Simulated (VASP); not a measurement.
# Al: single point with PBEsol+D3(BJ)

The system is Al.

```xyz
2
Lattice="2.8125 0.0000 0.0000 -1.4062 2.4357 0.0000 0.0000 0.0000 4.8669" Properties=species:S:1:pos:R:3 pbc="T T T"
Al    0.8062    0.5119    3.6501
Al    0.0000    1.6238    1.2167
```

This cell differs from its parent crystal: atom 1 (Al) moved by (-0.600, -0.300) A along x and y.

```json
{
 "Program": "VASP 6.6.1",
 "Task": "single point",
 "Functional": "PBEsol",
 "Dispersion": "D3(BJ)",
 "Potentials or basis": "VASP PAW PBE potentials, release 64 (Al)",
 "Cutoff": "520 eV",
 "k mesh": "18 × 18 × 10",
 "Occupations": "gaussian, width 0.15 eV",
 "Spin": "no spin polarisation",
 "Dipole correction": "no",
 "Further INCAR settings": "ALGO = Fast; EDIFF = 1e-06; NBANDS = 10"
}
```

```yaml
Pressure: -3.2 GPa
Largest_force: 0.095 eV/Å
Band_gap_on_the_k_mesh: zero (band 3 reaches 11.52 eV, above the bottom of band 4 at 4.46 eV)
Dispersion_energy_per_atom: -0.314 eV
```

Forces in eV/Å, atoms in the order of the input:
```
Al   0.093 -0.021  0.000
Al  -0.093  0.021  0.000
```

Stress tensor (GPa, compression positive):
```
-3.32  0.05  0.00
 0.05 -3.39  0.00
 0.00  0.00 -2.80
```

Levels at points of the mesh, in eV from the Fermi level:
```
           k point  band 1  band 2  band 3  band 4  band 5  band 6
(0.00, 0.00, 0.00)  -11.02   -5.01   -4.80   10.40   11.36   11.75
(0.50, 0.00, 0.00)   -5.02   -4.81    0.21    0.22    1.68    2.06
(0.00, 0.50, 0.00)   -4.95   -4.92    0.90    0.95    1.13    1.16
(0.50, 0.50, 0.00)   -4.94   -4.93    1.00    1.03    1.03    1.08
(0.00, 0.00, 0.50)   -9.46   -9.46    2.40    2.40   12.51   12.51
(0.50, 0.00, 0.50)   -3.54   -3.54   -3.33   -3.33    7.45    7.45
(0.00, 0.50, 0.50)   -3.81   -3.81   -2.98   -2.98    7.15    7.15
(0.50, 0.50, 0.50)   -3.81   -3.81   -2.97   -2.97    7.14    7.14
```

Wall time 82 s on 1 thread of Intel(R) Xeon(R) Platinum 8559C (Emerald Rapids), with other jobs on the host, peak memory 0.37 GiB.

Caveat: the cell differs from its parent crystal (atom 1 (Al) moved by (-0.600, -0.300) A along x and y); the PAW data sets were made with another functional, which shifts forces and pressure a little; pairwise dispersion overbinds metals, which lowers pressure and volume.
